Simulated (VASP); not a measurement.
WAu:

```
W Au
1.0
     0.00000    2.90921    2.90921
     2.90921    0.00000    2.90921
     2.90921    2.90921    0.00000
W Au
1 1
Cartesian
  0.0000 0.0000 0.0000
  4.3638 4.3638 4.3638
```

* Program: VASP 6.6.1
* Task: relaxation of cell and atoms
* Functional: HSE06
* Potentials or basis: VASP PAW PBE potentials, release 64 (W_sv, Au)
* Cutoff: 600 eV
* k mesh: 4 × 4 × 4
* Occupations: fermi-dirac, width 0.05 eV
* Spin: no spin polarisation

At the start: pressure -3.8 GPa; volume 24.62 Å³/atom.

Problem. Where does the relaxation end?

Solution. Over 3 steps the energy falls by 8.5 meV/atom and the volume is 23.94 Å³/atom (-2.8 %); space group F-43m (No. 216, to 0.1 Å) before and after.

Step by step:
```tsv
step	energy change (eV)	largest force (eV/Å)	pressure (GPa)	volume (Å³)
1	0.0000	0.0000	-3.80	49.24
2	0.0552	0.0000	9.26	45.20
3	-0.0171	0.0000	-0.04	47.87
```

Final structure:
```xyz
2
Lattice="0.0000 2.8819 2.8819 2.8819 0.0000 2.8819 2.8819 2.8819 0.0000" Properties=species:S:1:pos:R:3 pbc="T T T"
W     0.0000    0.0000    0.0000
Au    4.3229    4.3229    4.3229
```

Caveat: the k points lie up to 0.47 Å⁻¹ apart in the final cell, too coarse for converged energies and pressures of a metal; the PAW data sets were made with another functional, which shifts forces and pressure a little.
